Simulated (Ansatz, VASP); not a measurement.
## One calculation of Ir, two programs

```
Ir
1.0
     1.91970   -1.91970    0.00000
     1.91970    0.00000   -1.91970
    10.27688   10.27688   10.27688
Ir
6
Direct
  0.66667 0.66667 0.06225
  0.00000 0.00000 0.68491
  0.33333 0.33333 0.18679
  0.66667 0.66667 0.43585
  0.00000 0.00000 0.31132
  0.33333 0.33333 0.56038
```

Alike in both runs: task single point; functional PBE; k mesh 20 × 20 × 4; occupations gaussian, width 0.15 eV; no spin polarisation.

```csv
,VASP,Ansatz
version,VASP 6.6.1,Ansatz 0.2.0
potentials or method,"VASP PAW PBE potentials, release 64 (Ir), cutoff 520 eV","scalar-relativistic, plane waves, PAW"
valence electrons in the cell,54,102
```

Ansatz gave:

```
gap on the k mesh at the Fermi level (eV) : none
rms of the force components (eV/Å)        : 0.143
```

What did VASP give for the same quantities?

gap on the k mesh at the Fermi level (eV): none; rms of the force components (eV/Å): 0.139.

Atom by atom the forces differ by 0.011 eV/Å (rms over components). A gap of «none» marks a metal or a gap that the smearing closes. The functional is the same, so the differences come from potentials, cutoffs and numerics. VASP's potentials hold 54 valence electrons a cell and Ansatz's 102, so a difference there can come from the potentials and not from the codes.

Spin-orbit coupling is off throughout.
